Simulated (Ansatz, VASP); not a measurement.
**One calculation of In3GaAs4, two programs**

Contents of INCAR:

```
PREC     = Accurate       # precision mode
ENCUT    = 520            # plane-wave cutoff, eV
EDIFF    = 1E-6           # SCF threshold, eV
ISMEAR   = 0              # smearing method
SIGMA    = 0.1            # smearing width, eV
LREAL    = F              # projectors in reciprocal space
LASPH    = T              # aspherical terms in the spheres
NELM     = 60             # most SCF steps
ALGO     = Normal         # electronic algorithm
ISIF     = 2              # what is computed and relaxed
LWAVE    = F              # write WAVECAR
LCHARG   = F              # write CHGCAR
GGA      = PE             # functional
NBANDS   = 46             # bands
```

File KPOINTS:

```
regular mesh
0
Gamma
  4 4 2
```

POSCAR

```
In3GaAs4
1.0
    4.0690247400      0.0000000000      0.0000000000
    0.0000000000      4.0690247400      0.0000000000
    0.0000000000      0.0000000000     11.5089399600
In Ga As
3 1 4
Direct
    0.0000000000      0.0000000000      0.0000000000
    0.5000000000      0.5000000000      0.2500000000
    0.5000000000      0.5000000000      0.7500000000
    0.0000000000      0.0000000000      0.5000000000
    0.5000000000      0.0000000000      0.1250000000
    0.0000000000      0.5000000000      0.3750000000
    0.5000000000      0.0000000000      0.6250000000
    0.0000000000      0.5000000000      0.8750000000
```

Input for Ansatz:

```yaml
crystal:
  lattice:
    - [4.06902474, 0.0, 0.0]
    - [0.0, 4.06902474, 0.0]
    - [0.0, 0.0, 11.50893996]
  atoms:
    - { symbol: In, position: [0.0, 0.0, 0.0] }
    - { symbol: In, position: [0.5, 0.5, 0.25] }
    - { symbol: In, position: [0.5, 0.5, 0.75] }
    - { symbol: Ga, position: [0.0, 0.0, 0.5] }
    - { symbol: As, position: [0.5, 0.0, 0.125] }
    - { symbol: As, position: [0.0, 0.5, 0.375] }
    - { symbol: As, position: [0.5, 0.0, 0.625] }
    - { symbol: As, position: [0.0, 0.5, 0.875] }
basis:
  ecutwfc: 420
kpoints:
  mp_grid: { grid: [4, 4, 2] }
hamiltonian:
  xc: pbe
scf:
  occupations: { method: gaussian, width: 0.1 }
  lower_state_search: "off"
output:
  forces: true
  stress: true
  eigenvalues: true
```

Alike in both runs: task single point; functional PBE; k mesh 4 × 4 × 2; occupations gaussian, width 0.1 eV; no spin polarisation.

|  | VASP | Ansatz |
| --- | --- | --- |
| version | VASP 6.6.1 | Ansatz 0.2.0 |
| potentials or method | VASP PAW PBE potentials, release 64 (In_d, Ga_d, As), cutoff 520 eV | scalar-relativistic, plane waves, PAW |
| valence electrons in the cell | 72 | 112 |

|  | VASP | Ansatz | Ansatz less VASP |
| --- | --- | --- | --- |
| gap on the k mesh at the Fermi level (eV) | 0.42 | 0.42 | -0.006 |
| least direct gap on the mesh (eV) | 0.42 | 0.42 | -0.006 |
| pressure (GPa) | 13.3 | 13.2 | -0.14 |
| traceless stress, the component that is largest in VASP (GPa) | -0.65 | -0.65 | +0.004 |
| rms of the force components (eV/Å) | 0.483 | 0.484 | +0.0008 |

Atom by atom the forces differ by 0.001 eV/Å (rms over components). VASP's potentials hold 72 valence electrons a cell and Ansatz's 112, so a difference there can come from the potentials and not from the codes.
